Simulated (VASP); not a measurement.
# Hg (Im-3m) in VASP: notebook

The runs below take Hg through single point, with r2SCAN.

Program: VASP 6.6.1. These are calculated values, not measurements. Logs are shortened: lines on timing, memory, paths and dates and some standing lists are left out, and cuts for length are marked.

### 1 The cell of the first run

Symmetry: Im-3m, No. 229, cubic system. Conventional cell: a = 3.763 Å, b = 3.763 Å, c = 3.763 Å, α = 90.00°, β = 90.00°, γ = 90.00°. Hg (site symmetry m-3m) has 14 Hg at 3.26 to 3.76 Å within 4.3 Å.

### 2 Single point, r2SCAN

The input, POSCAR:

```
Hg
1.0
   -1.8815697170      1.8815697170      1.8815697170
    1.8815697170     -1.8815697170      1.8815697170
    1.8815697170      1.8815697170     -1.8815697170
Hg
1
Direct
    0.0000000000      0.0000000000      0.0000000000
```

The input, INCAR.step1:

```
SYSTEM = Hg
ALGO = Normal
EDIFF = 1E-5
ENCUT = 550
GGA = PE
GGA_COMPAT = .False.
ISMEAR = -1
LASPH = .True.
LCHARG = .False.
LREAL = .False.
LWAVE = .True.
NBANDS = 12
NELM = 120
PREC = Accurate
SIGMA = 0.1
```

The input, INCAR.step2:

```
SYSTEM = Hg
ALGO = Normal
EDIFF = 1E-6
ENCUT = 550
GGA_COMPAT = .False.
ISIF = 2
ISMEAR = -1
ISTART = 1
LASPH = .True.
LCHARG = .False.
LMIXTAU = .True.
LREAL = .False.
LWAVE = .False.
METAGGA = R2SCAN
NBANDS = 12
NELM = 120
PREC = Accurate
SIGMA = 0.1
```

The input, KPOINTS:

```
k-points
0
Gamma
  12 12 12
  0 0 0
```

Potentials or basis: VASP PAW PBE potentials, release 64 (Hg).

Command:

```console
> cat potpaw_PBE.64/Hg/POTCAR > POTCAR
> cp INCAR.step1 INCAR
> mpirun -np 1 vasp_std > vasp.out
> cp INCAR.step2 INCAR
> mpirun -np 1 vasp_std > vasp.out
```

OUTCAR:

```text
SYSTEM = Hg
   EDIFF = 1E-6
   ENCUT = 550
   ISIF = 2
   ISMEAR = -1
   ISTART = 1
   LASPH = .True.
   LREAL = .False.
   METAGGA = R2SCAN
   NELM = 120
   PREC = Accurate

 ion  position               nearest neighbor table
   1  0.000  0.000  0.000-

  LATTYP: Found a body centered cubic cell.
 ALAT       =     3.7631394340

  Lattice vectors:

 A1 = (  -1.8815697170,   1.8815697170,   1.8815697170)
 A2 = (   1.8815697170,  -1.8815697170,   1.8815697170)
 A3 = (   1.8815697170,   1.8815697170,  -1.8815697170)

Analysis of symmetry for initial positions (statically):
=====================================================================
 Subroutine PRICEL returns:
 Original cell was already a primitive cell.

 Routine SETGRP: Setting up the symmetry group for a
 body centered cubic supercell.

 Subroutine GETGRP returns: Found 48 space group operations
 (whereof 48 operations were pure point group operations)
 out of a pool of 48 trial point group operations.

The static configuration has the point symmetry O_h .

Analysis of symmetry for dynamics (positions and initial velocities):
=====================================================================
 Subroutine PRICEL returns:
 Original cell was already a primitive cell.

 Routine SETGRP: Setting up the symmetry group for a
 body centered cubic supercell.

 Subroutine GETGRP returns: Found 48 space group operations
 (whereof 48 operations were pure point group operations)
 out of a pool of 48 trial point group operations.

The dynamic configuration has the point symmetry O_h .

 Subroutine INISYM returns: Found 48 space group operations
 (whereof 48 operations are pure point group operations),
 and found     1 'primitive' translations

----------------------------------------------------------------------------------------

                                     Primitive cell

  volume of cell :      26.6453

  direct lattice vectors                    reciprocal lattice vectors
    -1.881569717  1.881569717  1.881569717     0.000000000  0.265735569  0.265735569
     1.881569717 -1.881569717  1.881569717     0.265735569  0.000000000  0.265735569
     1.881569717  1.881569717 -1.881569717     0.265735569  0.265735569  0.000000000

  length of vectors
     3.258974348  3.258974348  3.258974348     0.375806846  0.375806846  0.375806846

  position of ions in fractional coordinates (direct lattice)
     0.000000000  0.000000000  0.000000000

  ion indices of the primitive-cell ions
   primitive index   ion index
                 1           1

----------------------------------------------------------------------------------------

 KPOINTS: k-points

Automatic generation of k-mesh.
 Grid dimensions read from file:
 generate k-points for:   12   12   12

 Generating k-lattice:

  Cartesian coordinates                     Fractional coordinates (reciprocal lattice)
     0.000000000  0.022144631  0.022144631     0.083333333  0.000000000  0.000000000
     0.022144631  0.000000000  0.022144631     0.000000000  0.083333333  0.000000000
     0.022144631  0.022144631  0.000000000     0.000000000  0.000000000  0.083333333

  Length of vectors
     0.031317237  0.031317237  0.031317237

  Shift w.r.t. Gamma in fractional coordinates (k-lattice)
     0.000000000  0.000000000  0.000000000

 Subroutine IBZKPT returns following result:
 ===========================================

 Found     72 irreducible k-points:

 Following reciprocal coordinates:
            Coordinates               Weight
  0.000000  0.000000  0.000000      1.000000
  0.083333  0.000000  0.000000     12.000000
  0.166667  0.000000  0.000000     12.000000
  0.250000  0.000000  0.000000     12.000000
  0.333333  0.000000  0.000000     12.000000
  0.416667  0.000000  0.000000     12.000000
[... 16 lines left out ...]
  0.333333  0.083333  0.083333     24.000000
  0.416667  0.083333  0.083333     12.000000
 [... further k-points ...]
   k-points           NKPTS =     72   k-points in BZ     NKDIM =     72   number of bands    NBANDS=     12
   number of dos      NEDOS =    301   number of ions     NIONS =      1
   total plane-waves  NPLWV =  21952
   dimension x,y,z NGX =    28 NGY =   28 NGZ =   28
   dimension x,y,z NGXF=    56 NGYF=   56 NGZF=   56
   ions per type =               1
   NGX,Y,Z   is equivalent  to a cutoff of  14.28, 14.28, 14.28 a.u.
   NGXF,Y,Z  is equivalent  to a cutoff of  28.57, 28.57, 28.57 a.u.
 SYSTEM =  Hg
   PREC   = accura    normal or accurate (medium, high low for compatibility)
   ISTART =      1    job   : 0-new  1-cont  2-samecut
   ICHARG =      0    charge: 1-file 2-atom 10-const
   ISPIN  =      1    spin polarized calculation?
   LNONCOLLINEAR =      F non collinear calculations
   LSORBIT =      F    spin-orbit coupling
   LASPH  =      T    aspherical Exc in radial PAW
   ENCUT  =  550.0 eV  40.42 Ry    6.36 a.u.   6.23  6.23  6.23*2*pi/ulx,y,z
   NELM   =    120;   NELMIN=  2; NELMDL=  0     # of ELM steps
   EDIFF  = 0.1E-05   stopping-criterion for ELM
   LREAL  =      F    real-space projection
   EDIFFG = 0.1E-04   stopping-criterion for IOM
   NSW    =      0    number of steps for IOM
   IBRION =     -1    ionic relax: 0-MD 1-quasi-New 2-CG
   NFREE  =      0    steps in history (QN), initial steepest desc. (CG)
   ISIF   =      2    stress and relaxation
   ISYM   =      2    0-nonsym 1-usesym 2-fastsym
   POTIM  = 0.5000    time-step for ionic-motion
   TEBEG  =    0.0;   TEEND  =   0.0 temperature during run
   PSTRESS=    0.0 pullay stress
   NELECT =      12.0000    total number of electrons
   NUPDOWN=      -1.0000    fix difference up-down
   EMIN   =  10.00;   EMAX   =-10.00  energy-range for DOS
   EFERMI =   0.00;   METHOD = LEGACY
   ISMEAR =    -1;   SIGMA  =   0.10  broadening in eV -4-tet -1-fermi 0-gaus
   EFERMI_NEDOS =   21; number of points for ismear=-14 and -15
   IALGO  =     38    algorithm
   IMIX   =      4    mixing-type and parameters
     AMIX     =   0.40;   BMIX     =  1.00
     AMIX_MAG =   1.60;   BMIX_MAG =  1.00
  volume/ion in A,a.u.               =      26.65       179.81
  Fermi-wavevector in a.u.,A,eV,Ry     =   1.254859  2.371340 21.424702  1.574671
  Thomas-Fermi vector in A             =   2.388644
   LORBIT       =      0    0 simple, 1 ext, 2 COOP (PROOUT), +10 PAW based schemes
   METAGGA = R2SCAN    functional components
   LHFCALC =     F    Hartree Fock is set to
   AEXX    =    0.0000 exact exchange contribution
   IVDW    =     0    specifies the selected vdW correction
   LEPSILON=     F    determine dielectric tensor
   LRPA    =     F    only Hartree local field effects (RPA)
 non-spin polarized calculation
  energy-cutoff  :      550.00
  volume of cell :       26.65
 maximum number of plane-waves:       798
 NGX is ok and might be reduce to    28
   NGX = 13   NGY = 13   NGZ = 13

 number of electron      11.9999999 magnetization

 Free energy of the ion-electron system (eV)
  ---------------------------------------------------
  ext. energy  EPLUGINS =         0.00000000
  ---------------------------------------------------
  free energy    TOTEN  =       -49.36466884 eV

  energy without entropy =      -49.35631987  energy(sigma->0) =      -49.36049435

 E-fermi :   1.8202     XC(G=0): -10.7402

 val. band max:        1.7171383548   @ k =  -0.4167  -0.4167   0.2500
 cond. band min:       1.8520671058   @ k =   0.5000   0.5000   0.3333
 fundamental gap:      0.1349287510
 Fermi energy:         1.8201674092

 k-point     1 :       0.0000    0.0000    0.0000
  band No.  band energies     occupation
      1      -6.5569      2.00000
      2      -5.3842      2.00000
      3      -5.3842      2.00000
      4      -5.3842      2.00000
      5      -4.6633      2.00000
      6      -4.6633      2.00000
      7      16.8747      0.00000
      8      16.8747      0.00000
      9      16.8747      0.00000
     10      17.2682      0.00000
     11      17.2682      0.00000
     12      17.2682      0.00000

 k-point     2 :       0.0833    0.0000    0.0000
  band No.  band energies     occupation
      1      -6.3845      2.00000
      2      -5.4088      2.00000
      3      -5.3688      2.00000
      4      -5.3109      2.00000
      5      -4.6890      2.00000
      6      -4.6625      2.00000
      7      14.9942      0.00000
      8      16.1928      0.00000
      9      16.2070      0.00000
     10      16.9596      0.00000
     11      17.2282      0.00000
     12      17.3972      0.00000

 k-point     3 :       0.1667    0.0000    0.0000
  band No.  band energies     occupation
      1      -5.9667      2.00000
      2      -5.4754      2.00000
      3      -5.2399      2.00000
      4      -5.1043      2.00000
      5      -4.7393      2.00000
      6      -4.6595      2.00000
      7      11.8154      0.00000
      8      14.7731      0.00000
      9      14.8942      0.00000
     10      16.5397      0.00000
     11      17.1348      0.00000
     12      18.0275      0.00000

 k-point     4 :       0.2500    0.0000    0.0000
  band No.  band energies     occupation
      1      -5.7851      2.00000
      2      -5.5649      2.00000
      3      -4.8058      2.00000
      4      -4.7731      2.00000
      5      -4.6539      2.00000
      6      -4.5324      2.00000
      7       8.6456      0.00000
      8      13.2819      0.00000
      9      13.6749      0.00000
     10      16.2111      0.00000
     11      17.0341      0.00000
     12      19.0645      0.00000

 k-point     5 :       0.3333    0.0000    0.0000
  band No.  band energies     occupation
      1      -5.8546      2.00000
      2      -5.6527      2.00000
      3      -4.7564      2.00000
      4      -4.6464      2.00000
      5      -4.4851      2.00000
      6      -3.2421      2.00000
      7       5.6828      0.00000
      8      12.0237      0.00000
      9      12.7369      0.00000
     10      16.0222      0.00000
     11      16.9543      0.00000
     12      20.4319      0.00000
[... 228 lines left out ...]
      1      -5.5985      2.00000
      2      -5.5539      2.00000
      3      -5.2119      2.00000
      4      -4.7321      2.00000
      5      -4.6727      2.00000
      6      -3.9122      2.00000
      7       8.4477      0.00000
      8      11.1525      0.00000
      9      11.8560      0.00000
     10      18.6172      0.00000
     11      19.1227      0.00000
     12      19.9526      0.00000

 k-point    22 :       0.2500    0.0833    0.0833
  band No.  band energies     occupation
      1      -5.7010      2.00000
      2      -5.6344      2.00000
      3      -4.8048      2.00000
      4      -4.7244      2.00000
      5      -4.6509      2.00000
      6      -2.7149      2.00000
      7       5.7685      0.00000
      8       9.9444      0.00000
      9      11.0565      0.00000
     10      18.6961      0.00000
     11      18.8008      0.00000
     12      21.1904      0.00000

 k-point    23 :       0.3333    0.0833    0.0833
  band No.  band energies     occupation
      1      -5.7932      2.00000
      2      -5.6888      2.00000
      3      -4.7047      2.00000
      4      -4.6384      2.00000
      5      -4.5063      2.00000
      6      -1.1627      2.00000
      7       3.2911      0.00000
      8       9.1841      0.00000
      9      10.5584      0.00000
     10      18.5481      0.00000
     11      18.6327      0.00000
     12      22.4363      0.00000

 k-point    24 :       0.4167    0.0833    0.0833
  band No.  band energies     occupation
      1      -5.8290      2.00000
      2      -5.7079      2.00000
      3      -4.6941      2.00000
      4      -4.6343      2.00000
      5      -4.3964      2.00000
      6       0.2055      2.00000
      7       1.6110      1.78014
      8       8.9193      0.00000
      9      10.3891      0.00000
     10      18.4633      0.00000
     11      18.5991      0.00000
     12      22.4486      0.00000

 [... further k-points ...]

------------------------ aborting loop because EDIFF is reached ----------------------------------------

  FORCE on cell =-STRESS in cart. coord.  units (eV):
  Direction    XX          YY          ZZ          XY          YZ          ZX
  --------------------------------------------------------------------------------------
  -------------------------------------------------------------------------------------
  Total        0.0413326      0.0413326      0.0413326     -0.0000000     -0.0000000      0.0000000
  in kB        2.4853192      2.4853192      2.4853192     -0.0000000     -0.0000000      0.0000000
  external PRESSURE =       2.4853192 kB  Pullay stress =       0.0000000 kB

 VOLUME and BASIS-vectors are now :
 -----------------------------------------------------------------------------
  energy-cutoff  :      550.00
  volume of cell :       26.65
      direct lattice vectors                 reciprocal lattice vectors
    -1.881569717  1.881569717  1.881569717     0.000000000  0.265735569  0.265735569
     1.881569717 -1.881569717  1.881569717     0.265735569  0.000000000  0.265735569
     1.881569717  1.881569717 -1.881569717     0.265735569  0.265735569  0.000000000

 POSITION                                       TOTAL-FORCE (eV/Angst)
 -----------------------------------------------------------------------------------
      0.00000      0.00000      0.00000         0.000000      0.000000      0.000000
 -----------------------------------------------------------------------------------
    total drift:                               -0.000000     -0.000000     -0.000000

  FREE ENERGIE OF THE ION-ELECTRON SYSTEM (eV)
  ---------------------------------------------------
  free  energy   TOTEN  =       -49.3646688365 eV

  energy  without entropy=      -49.3563198722  energy(sigma->0) =      -49.36049435
```

Run time: 98 s. Hardware: 1 thread of Intel Xeon 6975P-C (Granite Rapids), shared host; peak memory 0.18 GiB.

What came out:

```yaml
Free_energy: -49.3647 eV
Pressure: 0.2 GPa
Band_gap_on_the_k_mesh: zero (bands 6 and 7 overlap by 3.12 eV)
```

Caveat: the PAW data sets were made with another functional, which shifts forces and pressure a little; spin-orbit coupling is left out, which moves the levels of the heavy elements.

### 3 Single point, r2SCAN (23.45 Å³/atom)

This run uses another cell than the first one, of 23.45 Å³/atom.

The input, POSCAR:

```
Hg
1.0
   -1.8030781009      1.8030781009      1.8030781009
    1.8030781009     -1.8030781009      1.8030781009
    1.8030781009      1.8030781009     -1.8030781009
Hg
1
Direct
    0.0000000000      0.0000000000      0.0000000000
```

The input, INCAR.step1:

```
SYSTEM = Hg
  ALGO = Normal
  EDIFF = 1E-5
  ENCUT = 550
  GGA = PE
  GGA_COMPAT = .FALSE.
  ISMEAR = -1
  LASPH = .TRUE.
  LCHARG = .FALSE.
  LREAL = .FALSE.
  LWAVE = .TRUE.
  NBANDS = 12
  NELM = 120
  PREC = Accurate
  SIGMA = 0.1
```

The input, INCAR.step2:

```
SYSTEM = Hg
  ALGO = Normal
  EDIFF = 1E-6
  ENCUT = 550
  GGA_COMPAT = .FALSE.
  ISIF = 2
  ISMEAR = -1
  ISTART = 1
  LASPH = .TRUE.
  LCHARG = .FALSE.
  LMIXTAU = .TRUE.
  LREAL = .FALSE.
  LWAVE = .FALSE.
  METAGGA = R2SCAN
  NBANDS = 12
  NELM = 120
  PREC = Accurate
  SIGMA = 0.1
```

The input, KPOINTS:

```
k-points
0
G
  13 13 13
  0 0 0
```

Potentials or basis: VASP PAW PBE potentials, release 64 (Hg).

Command:

```console
> cat potpaw_PBE.64/Hg/POTCAR > POTCAR
> cp INCAR.step1 INCAR
> mpirun -np 1 vasp_std > vasp.out
> cp INCAR.step2 INCAR
> mpirun -np 1 vasp_std > vasp.out
```

Wall time 47 s (1 thread of Intel Xeon 6975P-C (Granite Rapids), shared host); peak memory 0.16 GiB.

It converged, with:

* Free energy: -49.3188 eV
* Pressure: 5.1 GPa
* Band gap on the k mesh: zero (bands 6 and 7 overlap by 3.31 eV)

Levels at points of the mesh, in eV from the Fermi level:
| k point | band 3 | band 4 | band 5 | band 6 | band 7 | band 8 | band 9 | band 10 |
| --- | --- | --- | --- | --- | --- | --- | --- | --- |
| (0.00, 0.00, 0.00) | -7.54 | -7.54 | -6.61 | -6.61 | 16.02 | 16.02 | 16.02 | 16.90 |

Caveat: the cell stands under pressure; the PAW data sets were made with another functional, which shifts forces and pressure a little; spin-orbit coupling is left out, which moves the levels of the heavy elements.

### 4 Single point, r2SCAN (24.51 Å³/atom)

This run uses another cell than the first one, of 24.51 Å³/atom.

The input, POSCAR:

```
Hg
1.0
   -1.8299936825      1.8299936825      1.8299936825
    1.8299936825     -1.8299936825      1.8299936825
    1.8299936825      1.8299936825     -1.8299936825
Hg
1
Direct
    0.0000000000      0.0000000000      0.0000000000
```

The input, INCAR.step1:

```
  PREC = Accurate
  ENCUT = 550
  ISMEAR = -1
  SIGMA = 0.1
  LREAL = F
  LASPH = T
  NELM = 120
  NBANDS = 12
  GGA = PE
  ALGO = Normal
  EDIFF = 1E-5
  LWAVE = T
  LCHARG = F
  GGA_COMPAT = F
```

The input, INCAR.step2:

```
  PREC = Accurate
  ENCUT = 550
  EDIFF = 1E-6
  ISMEAR = -1
  SIGMA = 0.1
  LREAL = F
  LASPH = T
  NELM = 120
  ALGO = Normal
  ISIF = 2
  LWAVE = F
  LCHARG = F
  METAGGA = R2SCAN
  LMIXTAU = T
  NBANDS = 12
  ISTART = 1
  GGA_COMPAT = F
```

The input, KPOINTS:

```
regular mesh
0
Gamma
  13 13 13
```

Command:

```console
> cat potpaw_PBE.64/Hg/POTCAR > POTCAR
> cp INCAR.step1 INCAR
> mpirun -np 1 vasp_std > vasp.out
> cp INCAR.step2 INCAR
> mpirun -np 1 vasp_std > vasp.out
```

It took 46 s on 1 thread of Intel Xeon 6975P-C (Granite Rapids), shared host; peak memory 0.16 GiB.

Results (log left out):

- Free energy: -49.3462 eV
- Pressure: 3.0 GPa
- Band gap on the k mesh: zero (bands 6 and 7 overlap by 2.96 eV)

Levels at points of the mesh, in eV from the Fermi level:
| k point | band 3 | band 4 | band 5 | band 6 | band 7 | band 8 | band 9 | band 10 |
| --- | --- | --- | --- | --- | --- | --- | --- | --- |
| (0.00, 0.00, 0.00) | -7.37 | -7.37 | -6.52 | -6.52 | 15.86 | 15.86 | 15.86 | 16.27 |

Caveat: the cell stands under pressure; the PAW data sets were made with another functional, which shifts forces and pressure a little; spin-orbit coupling is left out, which moves the levels of the heavy elements.

### 5 Summary

```csv
cell,k mesh,gap on the mesh (eV),pressure (GPa)
"a = 3.259 Å, angles 109.5°, 1 atom",12 × 12 × 12,none,0.2
"a = 3.123 Å, angles 109.5°, 1 atom",13 × 13 × 13,none,5.1
"a = 3.170 Å, angles 109.5°, 1 atom",13 × 13 × 13,none,3.0
```

Alike in all rows: task single point; level r2SCAN; potentials or basis VASP PAW PBE potentials, release 64 (Hg); no spin polarisation; cutoff (eV) 550; smearing fermi-dirac 0.1 eV.

Caveats: the PAW data sets were made with another functional, which shifts forces and pressure a little; spin-orbit coupling is left out, which moves the levels of the heavy elements; the cell stands under pressure (at least some runs).

Total energies depend on the potentials used, so only differences within one code and one set of settings carry meaning.
